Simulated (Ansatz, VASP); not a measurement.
# Two plane-wave programs on LiIn4

Contents of INCAR:

```
SYSTEM = LiIn4
PREC = Accurate ; ENCUT = 600
EDIFF = 1E-7 ; ISMEAR = 0
SIGMA = 0.1 ; LREAL = .False.
LASPH = .True. ; NELM = 60
ALGO = Normal ; ISIF = 3
LWAVE = .False. ; LCHARG = .False.
GGA = PE ; IBRION = 2
NSW = 90 ; EDIFFG = -0.04
```

File KPOINTS:

```
Automatic mesh
0
Gamma
  6 6 2
  0 0 0
```

File POSCAR:

```
LiIn4
1.0
    3.3879757700      0.0000000000      0.0000000000
   -1.6939878900      2.9340730900      0.0000000000
    0.0000000000      0.0000000000     12.6736354400
Li In
1 4
Direct
    0.0000000000      0.0000000000      0.5000000000
    0.3333333300      0.6666666700      0.8979436000
    0.6666666700      0.3333333300      0.1020564000
    0.3333333300      0.6666666700      0.3061691900
    0.6666666700      0.3333333300      0.6938308100
```

Input for Ansatz:

```yaml
crystal:
  lattice:
    - [3.38797577, 0.0, 0.0]
    - [-1.69398789, 2.93407309, 0.0]
    - [0.0, 0.0, 12.67363544]
  atoms:
    - { symbol: Li, position: [0.0, 0.0, 0.5] }
    - { symbol: In, position: [0.33333333, 0.66666667, 0.8979436] }
    - { symbol: In, position: [0.66666667, 0.33333333, 0.1020564] }
    - { symbol: In, position: [0.33333333, 0.66666667, 0.30616919] }
    - { symbol: In, position: [0.66666667, 0.33333333, 0.69383081] }
basis:
  ecutwfc: 420
kpoints:
  mp_grid: { grid: [6, 6, 2] }
hamiltonian:
  xc: pbe
scf:
  occupations: { method: gaussian, width: 0.1 }
  lower_state_search: "off"
output:
  forces: true
  stress: true
  eigenvalues: true
relax:
  adjacent_minimum: "off"
  f_tol: 0.04
  max_steps: 70
  cell: { stress_tol: 0.4 }
```

Alike in both runs: task relaxation of cell and atoms; functional PBE; k mesh 6 × 6 × 2; occupations gaussian, width 0.1 eV; no spin polarisation.

```csv
,VASP,Ansatz
version,VASP 6.6.1,Ansatz 0.2.0
potentials or method,"VASP PAW PBE potentials, release 64 (Li_sv, In_d), cutoff 600 eV","scalar-relativistic, plane waves, PAW"
valence electrons in the cell,55,55
```

Ansatz gave:

| Quantity | Value |
| --- | --- |
| gap on the k mesh at the Fermi level, each at its own relaxed structure (eV) | none |
| relaxed volume (Å³/atom) | 25.34 |
| relaxed cell length with the largest relative difference (Å) | 12.739 |

Problem. Estimate VASP's values.

Solution. gap on the k mesh at the Fermi level, each at its own relaxed structure (eV): none; relaxed volume (Å³/atom): 25.33; relaxed cell length with the largest relative difference (Å): 12.727.

A gap of «none» marks a metal or a gap that the smearing closes.

Noted on VASP's run: the cutoff is short for stress, so the pressure is rough.
